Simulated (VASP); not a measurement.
A run of VASP 6.6.1 is set up as follows.

INCAR

```
SYSTEM = InP
PREC = Accurate ; ENCUT = 520
EDIFF = 1E-6 ; ISMEAR = -1
SIGMA = 0.05 ; LREAL = .FALSE.
LASPH = .TRUE. ; NELM = 100
ALGO = Normal ; ISIF = 2
LWAVE = .FALSE. ; LCHARG = .FALSE.
NBANDS = 16
```

File KPOINTS:

```
regular mesh
0
G
  11 11 11
  0 0 0
```

The input POSCAR:

```
InP
1.0
    0.0000000000      2.8164141889      2.8164141889
    2.8164141889      0.0000000000      2.8164141889
    2.8164141889      2.8164141889      0.0000000000
In P
1 1
Direct
    0.0000000000      0.0000000000      0.0000000000
    0.5000000000      0.5000000000      0.5000000000
```

Potentials or basis: VASP PAW LDA potentials, release 64 (In_d, P).

Launch:

```console
$ cat potpaw_LDA.64/In_d/POTCAR potpaw_LDA.64/P/POTCAR > POTCAR
$ mpirun -np 1 vasp_std > vasp.out
```

(1) Estimate the band gap on the k mesh.

(2) Predict the pressure.

## Answers

(1) zero (bands 9 and 10 overlap by 2.47 eV).

(2) -7.9 GPa.

Caveat: the cell stands under tension; spin-orbit coupling is left out, which moves the levels of the heavy elements.
